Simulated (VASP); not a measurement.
A run of VASP 6.6.1 is set up as follows.

File INCAR:

```
ALGO = Normal ; EDIFF = 1E-7
ENCUT = 520 ; GGA = PE
ISIF = 2 ; ISMEAR = 0
LASPH = T ; LCHARG = T
LELF = T ; LREAL = Auto
LVHAR = T ; LWAVE = F
NBANDS = 150 ; NELECT = 256.0
NELM = 100 ; PREC = Accurate
SIGMA = 0.01
```

The input KPOINTS:

```
Automatic mesh
0
Gamma
  2 2 2
  0.5 0.5 0.5
```

The input POSCAR:

```
K16HBr16
1.0
   -6.6999343902     -6.6999343902     -6.6999343902
    6.6999343902      6.6999343902     -6.6999343902
    6.6999343902     -6.6999343902      6.6999343902
K Br H
16 16 1
Direct
    0.2509630581      0.5009630581      0.2503727166
    0.2509630581      0.2503727166      0.5009630581
    0.0003727166      0.5009630581      0.5009630581
    0.2490369419      0.0000000000      0.7494096585
    0.0005903415      0.2505903415      0.7496272834
    0.7500000000      0.4990369419      0.7494096585
    0.2490369419      0.7494096585      0.0000000000
    0.9990923455      0.0000000000      0.0000000000
    0.7500000000      0.2490923455      0.0000000000
    0.4994096585      0.4990369419      0.0000000000
    0.0005903415      0.7496272834      0.2505903415
    0.7500000000      0.0000000000      0.2490923455
    0.4996272834      0.2505903415      0.2505903415
    0.7500000000      0.7494096585      0.4990369419
    0.4994096585      0.0000000000      0.4990369419
    0.5009076545      0.7509076545      0.7509076545
    0.2505606286      0.7503584488      0.5005606286
    0.2505606286      0.5005606286      0.7503584488
   -0.0003584488      0.7502021798      0.7502021798
    0.2494393714      0.2497978202      0.0000000000
   -0.0002021798      0.4994393714      0.0000000000
    0.7500000000      0.7473525554      0.0000000000
    0.2494393714      0.0000000000      0.2497978202
    0.0026474446      0.2526474446      0.2526474446
    0.7500000000      0.4994393714      0.2497978202
    0.5002021798      0.7502021798      0.2496415512
   -0.0002021798      0.0000000000      0.4994393714
    0.7500000000      0.2497978202      0.4994393714
    0.5003584488      0.5005606286      0.5005606286
    0.7500000000      0.0000000000      0.7473525554
    0.5002021798      0.2496415512      0.7502021798
    0.4973525554      0.0000000000      0.0000000000
    0.7500000000      0.0000000000      0.0000000000
```

Potentials or basis: VASP PAW PBE potentials, release 64 (K_sv, Br, H).

Command:

```bash
$ cat potpaw_PBE.64/K_sv/POTCAR potpaw_PBE.64/Br/POTCAR potpaw_PBE.64/H/POTCAR > POTCAR
$ mpirun -np 1 vasp_std > vasp.out
```

Q: What does it give for the largest force?

A: 0.644 eV/Å.

Forces on the atoms (eV/Å):
```
K   -0.008  0.008 -0.136
K   -0.008 -0.136  0.008
K    0.136  0.008  0.008
K   -0.008  0.136 -0.008
K    0.008 -0.008 -0.136
K   -0.136  0.008 -0.008
K   -0.008 -0.008  0.136
K   -0.191 -0.191 -0.191
K    0.191  0.191 -0.191
K    0.008  0.008  0.136
K    0.008 -0.136 -0.008
K    0.191 -0.191  0.191
K    0.136 -0.008 -0.008
K   -0.136 -0.008  0.008
K    0.008  0.136  0.008
K   -0.191  0.191  0.191
Br  -0.010 -0.052  0.010
Br  -0.010  0.010 -0.052
Br   0.052 -0.010 -0.010
Br  -0.010 -0.010  0.052
Br   0.010  0.010  0.052
Br   0.372  0.372 -0.372
Br  -0.010  0.052 -0.010
Br  -0.372  0.372  0.372
Br  -0.052  0.010 -0.010
Br   0.010 -0.010 -0.052
Br   0.010  0.052  0.010
Br  -0.052 -0.010  0.010
Br   0.052  0.010  0.010
Br   0.372 -0.372  0.372
Br   0.010 -0.052 -0.010
Br  -0.372 -0.372 -0.372
H    0.000  0.000  0.000
```

Caveat: the cell carries a net charge on a neutralising background, which shifts energy and pressure; the cell differs from its parent crystal (with an interstitial atom).
